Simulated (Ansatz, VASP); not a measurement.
**TaN in VASP and in Ansatz**

```
CELL_PARAMETERS angstrom
0.00000 2.00468 2.00468
2.00468 0.00000 2.00468
2.00468 2.00468 0.00000
ATOMIC_POSITIONS crystal
Ta 0.50000 0.50000 0.50000
N 0.00000 0.00000 0.00000
```

Change from the starting cell: strain -0.080 along x and y, -0.080 along z, atoms carried along.

Alike in both runs: task single point; functional PBE; k mesh 18 × 18 × 18; occupations gaussian, width 0.15 eV; no spin polarisation.

```csv
,VASP,Ansatz
version,VASP 6.6.1,Ansatz 0.2.0
potentials or method,"VASP PAW PBE potentials, release 64 (Ta_pv, N), cutoff 600 eV","scalar-relativistic, plane waves, PAW"
valence electrons in the cell,16,18
```

```tsv
	VASP	Ansatz	Ansatz less VASP
gap on the k mesh at the Fermi level (eV)	none	none	-
pressure (GPa)	184.7	180.9	-3.80
```

A gap of «none» marks a metal or a gap that the smearing closes. Both programs put the cell under a high pressure, so it lies far from rest at this level. VASP's potentials hold 16 valence electrons a cell and Ansatz's 18, so a difference there can come from the potentials and not from the codes.

Spin-orbit coupling is off throughout. Noted on VASP's run: the cell as given lies far from equilibrium.
